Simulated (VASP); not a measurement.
# HfN (Fm-3m) in VASP: notebook

The runs below take HfN through single point, relaxation of cell and atoms, with PBEsol, LDA, revPBE+D3(BJ).

Program: VASP 6.6.1. These are calculated values, not measurements. Logs are shortened: lines on timing, memory, paths and dates and some standing lists are left out, and cuts for length are marked.

### Step 1. The cell of the first run

The structure is cubic, space group Fm-3m (No. 225). Conventional cell: a = 4.502 Å, b = 4.502 Å, c = 4.502 Å, α = 90.00°, β = 90.00°, γ = 90.00°. Hf (site symmetry m-3m) has 6 N at 2.25 Å within 3.0 Å. Within 3.0 Å of N (site symmetry m-3m) lie 6 Hf at 2.25 Å.

### Step 2. Single point, PBEsol

The input, INCAR:

```
PREC = Accurate
ENCUT = 520
EDIFF = 1E-7
ISMEAR = 1
SIGMA = 0.05
LREAL = False
LASPH = True
NELM = 60
ALGO = Normal
ISIF = 2
LWAVE = False
LCHARG = True
GGA = PS
LELF = True
LVHAR = True
NBANDS = 14
```

The input, KPOINTS:

```
regular mesh
0
Gamma
  11 11 11
```

The input, POSCAR:

```
HfN
1.0
    0.0000000000      2.2508130410      2.2508130410
    2.2508130410      0.0000000000      2.2508130410
    2.2508130410      2.2508130410      0.0000000000
Hf N
1 1
Direct
    0.0000000000      0.0000000000      0.0000000000
    0.5000000000      0.5000000000      0.5000000000
```

Potentials or basis: VASP PAW PBE potentials, release 64 (Hf_pv, N).

Command:

```console
$ cat potpaw_PBE.64/Hf_pv/POTCAR potpaw_PBE.64/N/POTCAR > POTCAR
$ mpirun -np 1 vasp_std > vasp.out
```

OUTCAR:

```text
PREC = Accurate
   ENCUT = 520
   EDIFF = 1E-7
   ISMEAR = 1
   LREAL = False
   LASPH = True
   NELM = 60
   ISIF = 2
   GGA = PS

 ion  position               nearest neighbor table
   1  0.000  0.000  0.000-   2 2.25   2 2.25   2 2.25   2 2.25   2 2.25   2 2.25
   2  0.500  0.500  0.500-   1 2.25   1 2.25   1 2.25   1 2.25   1 2.25   1 2.25

  LATTYP: Found a face centered cubic cell.
 ALAT       =     4.5016260820

  Lattice vectors:

 A1 = (   0.0000000000,   2.2508130410,   2.2508130410)
 A2 = (   2.2508130410,   0.0000000000,   2.2508130410)
 A3 = (   2.2508130410,   2.2508130410,   0.0000000000)

Analysis of symmetry for initial positions (statically):
=====================================================================
 Subroutine PRICEL returns:
 Original cell was already a primitive cell.

 Routine SETGRP: Setting up the symmetry group for a
 face centered cubic supercell.

 Subroutine GETGRP returns: Found 48 space group operations
 (whereof 48 operations were pure point group operations)
 out of a pool of 48 trial point group operations.

The static configuration has the point symmetry O_h .

Analysis of symmetry for dynamics (positions and initial velocities):
=====================================================================
 Subroutine PRICEL returns:
 Original cell was already a primitive cell.

 Routine SETGRP: Setting up the symmetry group for a
 face centered cubic supercell.

 Subroutine GETGRP returns: Found 48 space group operations
 (whereof 48 operations were pure point group operations)
 out of a pool of 48 trial point group operations.

The dynamic configuration has the point symmetry O_h .

 Subroutine INISYM returns: Found 48 space group operations
 (whereof 48 operations are pure point group operations),
 and found     1 'primitive' translations

----------------------------------------------------------------------------------------

                                     Primitive cell

  volume of cell :      22.8060

  direct lattice vectors                    reciprocal lattice vectors
     0.000000000  2.250813041  2.250813041    -0.222141951  0.222141951  0.222141951
     2.250813041  0.000000000  2.250813041     0.222141951 -0.222141951  0.222141951
     2.250813041  2.250813041  0.000000000     0.222141951  0.222141951 -0.222141951

  length of vectors
     3.183130329  3.183130329  3.183130329     0.384761145  0.384761145  0.384761145

  position of ions in fractional coordinates (direct lattice)
     0.000000000  0.000000000  0.000000000
     0.500000000  0.500000000  0.500000000

  ion indices of the primitive-cell ions
   primitive index   ion index
                 1           1
                 2           2

----------------------------------------------------------------------------------------

 KPOINTS: regular mesh

Automatic generation of k-mesh.
 Grid dimensions read from file:
 generate k-points for:   11   11   11

 Generating k-lattice:

  Cartesian coordinates                     Fractional coordinates (reciprocal lattice)
    -0.020194723  0.020194723  0.020194723     0.090909091  0.000000000  0.000000000
     0.020194723 -0.020194723  0.020194723     0.000000000  0.090909091  0.000000000
     0.020194723  0.020194723 -0.020194723     0.000000000  0.000000000  0.090909091

  Length of vectors
     0.034978286  0.034978286  0.034978286

  Shift w.r.t. Gamma in fractional coordinates (k-lattice)
     0.000000000  0.000000000  0.000000000

 Subroutine IBZKPT returns following result:
 ===========================================

 Found     56 irreducible k-points:

 Following reciprocal coordinates:
            Coordinates               Weight
  0.000000  0.000000  0.000000      1.000000
  0.090909  0.000000  0.000000      8.000000
  0.181818  0.000000  0.000000      8.000000
  0.272727  0.000000  0.000000      8.000000
  0.363636  0.000000  0.000000      8.000000
  0.454545  0.000000  0.000000      8.000000
[... 16 lines left out ...]
 -0.272727  0.181818  0.000000     24.000000
 -0.181818  0.181818  0.000000     12.000000
 [... further k-points ...]
   k-points           NKPTS =     56   k-points in BZ     NKDIM =     56   number of bands    NBANDS=     14
   number of dos      NEDOS =    301   number of ions     NIONS =      2
   total plane-waves  NPLWV =  13824
   dimension x,y,z NGX =    24 NGY =   24 NGZ =   24
   dimension x,y,z NGXF=    48 NGYF=   48 NGZF=   48
   ions per type =               1   1
   NGX,Y,Z   is equivalent  to a cutoff of  12.53, 12.53, 12.53 a.u.
   NGXF,Y,Z  is equivalent  to a cutoff of  25.07, 25.07, 25.07 a.u.
 SYSTEM =  unknown system
   PREC   = accura    normal or accurate (medium, high low for compatibility)
   ISTART =      0    job   : 0-new  1-cont  2-samecut
   ICHARG =      2    charge: 1-file 2-atom 10-const
   ISPIN  =      1    spin polarized calculation?
   LNONCOLLINEAR =      F non collinear calculations
   LSORBIT =      F    spin-orbit coupling
   LASPH  =      T    aspherical Exc in radial PAW
   ENCUT  =  520.0 eV  38.22 Ry    6.18 a.u.   5.92  5.92  5.92*2*pi/ulx,y,z
   NELM   =     60;   NELMIN=  2; NELMDL= -5     # of ELM steps
   EDIFF  = 0.1E-06   stopping-criterion for ELM
   LREAL  =      F    real-space projection
   EDIFFG = 0.1E-05   stopping-criterion for IOM
   NSW    =      0    number of steps for IOM
   IBRION =     -1    ionic relax: 0-MD 1-quasi-New 2-CG
   NFREE  =      0    steps in history (QN), initial steepest desc. (CG)
   ISIF   =      2    stress and relaxation
   ISYM   =      2    0-nonsym 1-usesym 2-fastsym
   POTIM  = 0.5000    time-step for ionic-motion
   TEBEG  =    0.0;   TEEND  =   0.0 temperature during run
   PSTRESS=    0.0 pullay stress
   NELECT =      15.0000    total number of electrons
   NUPDOWN=      -1.0000    fix difference up-down
   EMIN   =  10.00;   EMAX   =-10.00  energy-range for DOS
   EFERMI =   0.00;   METHOD = LEGACY
   ISMEAR =     1;   SIGMA  =   0.05  broadening in eV -4-tet -1-fermi 0-gaus
   EFERMI_NEDOS =   21; number of points for ismear=-14 and -15
   IALGO  =     38    algorithm
   IMIX   =      4    mixing-type and parameters
     AMIX     =   0.40;   BMIX     =  1.00
     AMIX_MAG =   1.60;   BMIX_MAG =  1.00
  volume/ion in A,a.u.               =      11.40        76.95
  Fermi-wavevector in a.u.,A,eV,Ry     =   1.423713  2.690428 27.578453  2.026959
  Thomas-Fermi vector in A             =   2.544281
   LORBIT       =      0    0 simple, 1 ext, 2 COOP (PROOUT), +10 PAW based schemes
   GGA     = PS    functional components
   LHFCALC =     F    Hartree Fock is set to
   AEXX    =    0.0000 exact exchange contribution
   IVDW    =     0    specifies the selected vdW correction
   LEPSILON=     F    determine dielectric tensor
   LRPA    =     F    only Hartree local field effects (RPA)
 non-spin polarized calculation
 Methfessel and Paxton  Order N= 1 SIGMA  =   0.05
  energy-cutoff  :      520.00
  volume of cell :       22.81
 maximum number of plane-waves:       624
   NGX = 11   NGY = 11   NGZ = 11

 number of electron      15.0000001 magnetization

 Free energy of the ion-electron system (eV)
  ---------------------------------------------------
  ext. energy  EPLUGINS =         0.00000000
  ---------------------------------------------------
  free energy    TOTEN  =       -22.98572457 eV

  energy without entropy =      -22.98572641  energy(sigma->0) =      -22.98572519

 E-fermi :   8.2199     XC(G=0): -12.9510

 val. band max:        8.1967954727   @ k =   0.0909   0.0000   0.0000
 cond. band min:       8.2245487473   @ k =   0.4545   0.1818   0.0000
 fundamental gap:      0.0277532746
 Fermi energy:         8.2198664451

 k-point     1 :       0.0000    0.0000    0.0000
  band No.  band energies     occupation
      1     -22.7244      2.00000
      2     -22.7244      2.00000
      3     -22.7244      2.00000
      4      -9.2049      2.00000
      5       5.3027      2.00000
      6       5.3027      2.00000
      7       5.3027      2.00000
      8       7.9172      2.00000
      9       7.9172      2.00000
     10       7.9172      2.00000
     11      10.2135      0.00000
     12      10.2647      0.00000
     13      10.2647      0.00000
     14      17.8597      0.00000

 k-point     2 :       0.0909    0.0000    0.0000
  band No.  band energies     occupation
      1     -22.8130      2.00000
      2     -22.7317      2.00000
      3     -22.7317      2.00000
      4      -9.0082      2.00000
      5       4.5021      2.00000
      6       4.8255      2.00000
      7       4.8255      2.00000
      8       8.1266      2.02407
      9       8.1968      1.69636
     10       8.1968      1.69636
     11      10.8039      0.00000
     12      10.9013      0.00000
     13      10.9013      0.00000
     14      18.5092      0.00000

 k-point     3 :       0.1818    0.0000    0.0000
  band No.  band energies     occupation
      1     -23.0422      2.00000
      2     -22.7512      2.00000
      3     -22.7512      2.00000
      4      -8.4696      2.00000
      5       2.9843      2.00000
      6       3.9088      2.00000
      7       3.9088      2.00000
      8       8.4623     -0.00000
      9       8.8985     -0.00000
     10       8.8985     -0.00000
     11      12.0933      0.00000
     12      12.3828      0.00000
     13      12.3828      0.00000
     14      20.1439      0.00000
[... 324 lines left out ...]
 k-point    23 :      -0.2727    0.1818    0.0000
  band No.  band energies     occupation
      1     -23.4518      2.00000
      2     -23.0094      2.00000
      3     -22.7956      2.00000
      4      -7.1363      2.00000
      5       0.5607      2.00000
      6       2.4008      2.00000
      7       3.0210      2.00000
      8       9.7085      0.00000
      9      10.2213      0.00000
     10      11.9066      0.00000
     11      12.7267      0.00000
     12      15.6088      0.00000
     13      16.8766      0.00000
     14      20.3955      0.00000

 k-point    24 :      -0.1818    0.1818    0.0000
  band No.  band energies     occupation
      1     -23.2942      2.00000
      2     -22.9335      2.00000
      3     -22.7607      2.00000
      4      -7.6285      2.00000
      5       1.2784      2.00000
      6       2.7336      2.00000
      7       3.4949      2.00000
      8       9.1610     -0.00000
      9       9.3581      0.00000
     10      11.4221      0.00000
     11      11.6066      0.00000
     12      14.5881      0.00000
     13      15.5942      0.00000
     14      20.5815      0.00000

 [... further k-points ...]

------------------------ aborting loop because EDIFF is reached ----------------------------------------

  FORCE on cell =-STRESS in cart. coord.  units (eV):
  Direction    XX          YY          ZZ          XY          YZ          ZX
  --------------------------------------------------------------------------------------
  -------------------------------------------------------------------------------------
  Total       -0.3019820     -0.3019820     -0.3019820      0.0000000     -0.0000000      0.0000000
  in kB      -21.2150175    -21.2150175    -21.2150175      0.0000000     -0.0000000      0.0000000
  external PRESSURE =     -21.2150175 kB  Pullay stress =       0.0000000 kB

 VOLUME and BASIS-vectors are now :
 -----------------------------------------------------------------------------
  energy-cutoff  :      520.00
  volume of cell :       22.81
      direct lattice vectors                 reciprocal lattice vectors
     0.000000000  2.250813041  2.250813041    -0.222141951  0.222141951  0.222141951
     2.250813041  0.000000000  2.250813041     0.222141951 -0.222141951  0.222141951
     2.250813041  2.250813041  0.000000000     0.222141951  0.222141951 -0.222141951

 POSITION                                       TOTAL-FORCE (eV/Angst)
 -----------------------------------------------------------------------------------
      0.00000      0.00000      0.00000         0.000000      0.000000      0.000000
      2.25081      2.25081      2.25081        -0.000000      0.000000     -0.000000
 -----------------------------------------------------------------------------------
    total drift:                                0.000000     -0.000000     -0.000000

  FREE ENERGIE OF THE ION-ELECTRON SYSTEM (eV)
  ---------------------------------------------------
  free  energy   TOTEN  =       -22.9857245725 eV

  energy  without entropy=      -22.9857264103  energy(sigma->0) =      -22.98572519
```

Run time: 29 s. Hardware: 1 thread of AMD EPYC 7R43 (Zen 3), shared host; peak memory 0.11 GiB.

What came out:

```yaml
Free_energy: -22.9857 eV
Pressure: -2.1 GPa
```

Caveat: the PAW data sets were made with another functional, which shifts forces and pressure a little; spin-orbit coupling is left out, which moves the levels of the heavy elements.

(Continued in part 2 of 2.)
